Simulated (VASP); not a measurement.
# Pt (I4/mmm) in VASP: single point with PBE

Aim: the single point of Pt with PBE.

Everything below comes from runs of VASP 6.6.1. Logs are shortened: lines on timing, memory, paths and dates and some standing lists are left out, and cuts for length are marked.

**1. The cell of the first run**

It takes space group I4/mmm (No. 139, tetragonal). Conventional cell: a = 2.724 Å, b = 2.724 Å, c = 4.045 Å, α = 90.00°, β = 90.00°, γ = 90.00°. Within 3.6 Å of Pt (site symmetry 4/mmm) lie 12 Pt at 2.72 to 2.79 Å.

**2. Single point, PBE**

The input, INCAR:

```
ALGO = Fast ; EDIFF = 1E-6
ENCUT = 520 ; GGA = PE
ISIF = 2 ; ISMEAR = -1
LASPH = True ; LCHARG = True
LELF = True ; LREAL = False
LVHAR = True ; LWAVE = False
NBANDS = 11 ; NELM = 80
PREC = Accurate ; SIGMA = 0.02
```

The input, KPOINTS:

```
k-points
0
Gamma
  24 24 24
```

The input, POSCAR:

```
Pt
1.0
    0.0000000000      1.9263154446      2.0226312169
    1.9263154446      0.0000000000      2.0226312169
    1.9263154446      1.9263154446      0.0000000000
Pt
1
Direct
    0.0000000000      0.0000000000      0.0000000000
```

Potentials or basis: VASP PAW PBE potentials, release 64 (Pt).

On the command line:

```bash
> cat potpaw_PBE.64/Pt/POTCAR > POTCAR
> mpirun -np 1 vasp_std > vasp.out
```

OUTCAR:

```text
EDIFF = 1E-6
   ENCUT = 520
   GGA = PE
   ISIF = 2
   ISMEAR = -1
   LASPH = True
   LREAL = False
   NELM = 80
   PREC = Accurate

 ion  position               nearest neighbor table
   1  0.000  0.000  0.000-

  LATTYP: Found a body centered tetragonal cell.
 ALAT       =     2.7242214272
 C/A-ratio  =     1.4849242405

  Lattice vectors:

 A1 = (  -1.9263154446,   0.0000000000,   2.0226312169)
 A2 = (   1.9263154446,   0.0000000000,   2.0226312169)
 A3 = (   0.0000000000,   1.9263154446,  -2.0226312169)

Analysis of symmetry for initial positions (statically):
=====================================================================
 Subroutine PRICEL returns:
 Original cell was already a primitive cell.

 Routine SETGRP: Setting up the symmetry group for a
 body centered tetragonal supercell.

 Subroutine GETGRP returns: Found 16 space group operations
 (whereof 16 operations were pure point group operations)
 out of a pool of 16 trial point group operations.

The static configuration has the point symmetry D_4h.

Analysis of symmetry for dynamics (positions and initial velocities):
=====================================================================
 Subroutine PRICEL returns:
 Original cell was already a primitive cell.

 Routine SETGRP: Setting up the symmetry group for a
 body centered tetragonal supercell.

 Subroutine GETGRP returns: Found 16 space group operations
 (whereof 16 operations were pure point group operations)
 out of a pool of 16 trial point group operations.

The dynamic configuration has the point symmetry D_4h.

 Subroutine INISYM returns: Found 16 space group operations
 (whereof 16 operations are pure point group operations),
 and found     1 'primitive' translations

----------------------------------------------------------------------------------------

                                     Primitive cell

  volume of cell :      15.0107

  direct lattice vectors                    reciprocal lattice vectors
     0.000000000  1.926315445  2.022631217    -0.259562888  0.259562888  0.247202750
     1.926315445  0.000000000  2.022631217     0.259562888 -0.259562888  0.247202750
     1.926315445  1.926315445  0.000000000     0.259562888  0.259562888 -0.247202750

  length of vectors
     2.793157395  2.793157395  2.724221427     0.442555065  0.442555065  0.442555065

  position of ions in fractional coordinates (direct lattice)
     0.000000000  0.000000000  0.000000000

  ion indices of the primitive-cell ions
   primitive index   ion index
                 1           1

----------------------------------------------------------------------------------------

 KPOINTS: k-points

Automatic generation of k-mesh.
 Grid dimensions read from file:
 generate k-points for:   24   24   24

 Generating k-lattice:

  Cartesian coordinates                     Fractional coordinates (reciprocal lattice)
    -0.010815120  0.010815120  0.010300115     0.041666667  0.000000000  0.000000000
     0.010815120 -0.010815120  0.010300115     0.000000000  0.041666667  0.000000000
     0.010815120  0.010815120 -0.010300115     0.000000000  0.000000000  0.041666667

  Length of vectors
     0.018439794  0.018439794  0.018439794

  Shift w.r.t. Gamma in fractional coordinates (k-lattice)
     0.000000000  0.000000000  0.000000000

 Subroutine IBZKPT returns following result:
 ===========================================

 Found   1063 irreducible k-points:

 Following reciprocal coordinates:
            Coordinates               Weight
  0.000000  0.000000  0.000000      1.000000
  0.041667  0.000000  0.000000      8.000000
  0.083333  0.000000  0.000000      8.000000
  0.125000  0.000000  0.000000      8.000000
  0.166667  0.000000  0.000000      8.000000
  0.208333  0.000000  0.000000      8.000000
[... 16 lines left out ...]
  0.416667  0.041667  0.000000      8.000000
  0.458333  0.041667  0.000000      8.000000
 [... further k-points ...]
   k-points           NKPTS =   1063   k-points in BZ     NKDIM =   1063   number of bands    NBANDS=     11
   number of dos      NEDOS =    301   number of ions     NIONS =      1
   total plane-waves  NPLWV =  11520
   dimension x,y,z NGX =    24 NGY =   24 NGZ =   20
   dimension x,y,z NGXF=    48 NGYF=   48 NGZF=   40
   ions per type =               1
   NGX,Y,Z   is equivalent  to a cutoff of  14.28, 14.28, 12.21 a.u.
   NGXF,Y,Z  is equivalent  to a cutoff of  28.57, 28.57, 24.41 a.u.
 SYSTEM =  unknown system
   PREC   = accura    normal or accurate (medium, high low for compatibility)
   ISTART =      0    job   : 0-new  1-cont  2-samecut
   ICHARG =      2    charge: 1-file 2-atom 10-const
   ISPIN  =      1    spin polarized calculation?
   LNONCOLLINEAR =      F non collinear calculations
   LSORBIT =      F    spin-orbit coupling
   LASPH  =      T    aspherical Exc in radial PAW
   ENCUT  =  520.0 eV  38.22 Ry    6.18 a.u.   5.19  5.19  5.07*2*pi/ulx,y,z
   NELM   =     80;   NELMIN=  2; NELMDL= -5     # of ELM steps
   EDIFF  = 0.1E-05   stopping-criterion for ELM
   LREAL  =      F    real-space projection
   EDIFFG = 0.1E-04   stopping-criterion for IOM
   NSW    =      0    number of steps for IOM
   IBRION =     -1    ionic relax: 0-MD 1-quasi-New 2-CG
   NFREE  =      0    steps in history (QN), initial steepest desc. (CG)
   ISIF   =      2    stress and relaxation
   ISYM   =      2    0-nonsym 1-usesym 2-fastsym
   POTIM  = 0.5000    time-step for ionic-motion
   TEBEG  =    0.0;   TEEND  =   0.0 temperature during run
   PSTRESS=    0.0 pullay stress
   NELECT =      10.0000    total number of electrons
   NUPDOWN=      -1.0000    fix difference up-down
   EMIN   =  10.00;   EMAX   =-10.00  energy-range for DOS
   EFERMI =   0.00;   METHOD = LEGACY
   ISMEAR =    -1;   SIGMA  =   0.02  broadening in eV -4-tet -1-fermi 0-gaus
   EFERMI_NEDOS =   21; number of points for ismear=-14 and -15
   IALGO  =     68    algorithm
   IMIX   =      4    mixing-type and parameters
     AMIX     =   0.40;   BMIX     =  1.00
     AMIX_MAG =   1.60;   BMIX_MAG =  1.00
  volume/ion in A,a.u.               =      15.01       101.30
  Fermi-wavevector in a.u.,A,eV,Ry     =   1.429797  2.701924 27.814648  2.044319
  Thomas-Fermi vector in A             =   2.549712
   LORBIT       =      0    0 simple, 1 ext, 2 COOP (PROOUT), +10 PAW based schemes
   GGA     = PE    functional components
   LHFCALC =     F    Hartree Fock is set to
   AEXX    =    0.0000 exact exchange contribution
   IVDW    =     0    specifies the selected vdW correction
   LEPSILON=     F    determine dielectric tensor
   LRPA    =     F    only Hartree local field effects (RPA)
 non-spin polarized calculation
 RMM-DIIS sequential band-by-band and
  energy-cutoff  :      520.00
  volume of cell :       15.01
 maximum number of plane-waves:       419
 NGX is ok and might be reduce to    24
   NGX = 11   NGY = 11   NGZ = 11

 number of electron      10.0000000 magnetization

 Free energy of the ion-electron system (eV)
  ---------------------------------------------------
  ext. energy  EPLUGINS =         0.00000000
  ---------------------------------------------------
  free energy    TOTEN  =        -6.07030470 eV

  energy without entropy =       -6.06762970  energy(sigma->0) =       -6.06896720

 E-fermi :  11.3319     XC(G=0): -13.5181

 val. band max:       11.3313279138   @ k =  -0.2083   0.4167   0.3750
 cond. band min:      11.3327471817   @ k =   0.3750   0.2500   0.0833
 fundamental gap:      0.0014192679
 Fermi energy:        11.3318569145

 k-point     1 :       0.0000    0.0000    0.0000
  band No.  band energies     occupation
      1       1.0871      2.00000
      2       7.1560      2.00000
      3       7.7479      2.00000
      4       7.7479      2.00000
      5       9.3457      2.00000
      6      10.0461      2.00000
      7      26.0217      0.00000
      8      30.1559      0.00000
      9      31.4022      0.00000
     10      31.4022      0.00000
     11      36.3942      0.00000

 k-point     2 :       0.0417    0.0000    0.0000
  band No.  band energies     occupation
      1       1.1577      2.00000
      2       7.1686      2.00000
      3       7.7310      2.00000
      4       7.7763      2.00000
      5       9.3348      2.00000
      6      10.0244      2.00000
      7      26.1329      0.00000
      8      30.1014      0.00000
      9      31.1570      0.00000
     10      31.5132      0.00000
     11      36.8476      0.00000

 k-point     3 :       0.0833    0.0000    0.0000
  band No.  band energies     occupation
      1       1.3663      2.00000
      2       7.1894      2.00000
      3       7.6975      2.00000
      4       7.8564      2.00000
      5       9.3113      2.00000
      6       9.9660      2.00000
      7      26.4495      0.00000
      8      29.5542      0.00000
      9      31.0780      0.00000
     10      31.8401      0.00000
     11      37.7703      0.00000

 k-point     4 :       0.1250    0.0000    0.0000
  band No.  band energies     occupation
      1       1.7013      2.00000
      2       7.1770      2.00000
      3       7.6882      2.00000
      4       7.9727      2.00000
      5       9.3030      2.00000
      6       9.8923      2.00000
      7      26.9161      0.00000
      8      28.5152      0.00000
      9      31.4843      0.00000
     10      32.3634      0.00000
     11      37.5640      0.00000

 k-point     5 :       0.1667    0.0000    0.0000
  band No.  band energies     occupation
      1       2.1403      2.00000
      2       7.1244      2.00000
      3       7.7076      2.00000
      4       8.0946      2.00000
      5       9.3549      2.00000
      6       9.8407      2.00000
      7      27.3065      0.00000
      8      27.4423      0.00000
      9      32.1336      0.00000
     10      33.0469      0.00000
     11      36.1943      0.00000
[... 211 lines left out ...]
 k-point    21 :       0.3333    0.0417    0.0000
  band No.  band energies     occupation
      1       3.7901      2.00000
      2       7.4359      2.00000
      3       7.7075      2.00000
      4       8.1244      2.00000
      5      10.3039      2.00000
      6      10.6022      2.00000
      7      22.3304      0.00000
      8      26.9884      0.00000
      9      32.5512      0.00000
     10      33.0556      0.00000
     11      35.9754      0.00000

 k-point    22 :       0.3750    0.0417    0.0000
  band No.  band energies     occupation
      1       3.9591      2.00000
      2       7.3262      2.00000
      3       8.0199      2.00000
      4       8.3990      2.00000
      5      10.7590      2.00000
      6      10.8643      2.00000
      7      20.7671      0.00000
      8      26.4361      0.00000
      9      31.8402      0.00000
     10      32.0506      0.00000
     11      37.0885      0.00000

 k-point    23 :       0.4167    0.0417    0.0000
  band No.  band energies     occupation
      1       4.0237      2.00000
      2       7.2340      2.00000
      3       7.9217      2.00000
      4       9.2176      2.00000
      5      11.0872      1.99999
      6      11.2173      1.99350
      7      19.2780      0.00000
      8      25.9963      0.00000
      9      31.0907      0.00000
     10      31.2407      0.00000
     11      38.1945      0.00000

 k-point    24 :       0.4583    0.0417    0.0000
  band No.  band energies     occupation
      1       4.0386      2.00000
      2       7.1755      2.00000
      3       7.8466      2.00000
      4       9.9488      2.00000
      5      11.2310      1.98714
      6      11.6649      0.00000
      7      18.0266      0.00000
      8      25.7029      0.00000
      9      30.3475      0.00000
     10      30.8678      0.00000
     11      38.9417      0.00000

 [... further k-points ...]

------------------------ aborting loop because EDIFF is reached ----------------------------------------

  FORCE on cell =-STRESS in cart. coord.  units (eV):
  Direction    XX          YY          ZZ          XY          YZ          ZX
  --------------------------------------------------------------------------------------
  -------------------------------------------------------------------------------------
  Total        1.2324895      1.2324895      0.6568273      0.0000000      0.0000000      0.0000000
  in kB      131.5504400    131.5504400     70.1068146      0.0000000      0.0000000      0.0000000
  external PRESSURE =     111.0692316 kB  Pullay stress =       0.0000000 kB

 VOLUME and BASIS-vectors are now :
 -----------------------------------------------------------------------------
  energy-cutoff  :      520.00
  volume of cell :       15.01
      direct lattice vectors                 reciprocal lattice vectors
     0.000000000  1.926315445  2.022631217    -0.259562888  0.259562888  0.247202750
     1.926315445  0.000000000  2.022631217     0.259562888 -0.259562888  0.247202750
     1.926315445  1.926315445  0.000000000     0.259562888  0.259562888 -0.247202750

 POSITION                                       TOTAL-FORCE (eV/Angst)
 -----------------------------------------------------------------------------------
      0.00000      0.00000      0.00000         0.000000      0.000000      0.000000
 -----------------------------------------------------------------------------------
    total drift:                               -0.000000     -0.000000     -0.000000

  FREE ENERGIE OF THE ION-ELECTRON SYSTEM (eV)
  ---------------------------------------------------
  free  energy   TOTEN  =        -6.0703047021 eV

  energy  without entropy=       -6.0676296951  energy(sigma->0) =       -6.06896720
```

It took 2.5 min on 1 thread of AMD EPYC 7R13 (Zen 3), shared host; peak memory 0.26 GiB.

Results:

```
Free energy            : -6.0703 eV
Pressure               : 11.1 GPa
Band gap on the k mesh : zero (band 5 reaches 12.12 eV, above the bottom of band 6 at 9.63 eV)
```

Stress tensor (GPa, compression positive):
```
13.16  0.00  0.00
 0.00 13.16  0.00
 0.00  0.00  7.01
```

Caveat: spin-orbit coupling is left out, which moves the levels of the heavy elements.
